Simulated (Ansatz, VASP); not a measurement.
## Two plane-wave programs on RbMgH2

```
Rb Mg H
1.0
     4.73199    0.00000    0.00000
    -2.36600    4.09803    0.00000
     0.00000    0.00000    9.20199
Rb Mg H
1 1 2
Direct
  0.00000 0.00000 0.00000
  0.00000 0.00000 0.50000
  0.33333 0.66667 0.00000
  0.66667 0.33333 0.00000
```

Alike in both runs: functional PBE; k mesh 12 × 12 × 6; occupations gaussian, width 0.1 eV; no spin polarisation.

Ansatz relaxed the structure, and its values are those at the end. VASP's run is a single point on that final structure, the one shown.

|  | VASP | Ansatz |
| --- | --- | --- |
| version | VASP 6.6.1 | Ansatz 0.2.0 |
| potentials or method | VASP PAW PBE potentials, release 64 (Rb_sv, Mg, H), cutoff 520 eV | scalar-relativistic, plane waves, PAW |
| valence electrons in the cell | 13 | 21 |

|  | VASP | Ansatz | Ansatz less VASP |
| --- | --- | --- | --- |
| gap on the k mesh at the Fermi level (eV) | none | none | - |
| pressure (GPa) | 0.0 | 0.0 | +0.01 |

A gap of «none» marks a metal or a gap that the smearing closes. With one functional, cell and mesh, what is left measures potentials, basis and numerics. VASP's potentials hold 13 valence electrons a cell and Ansatz's 21, so a difference there can come from the potentials and not from the codes.
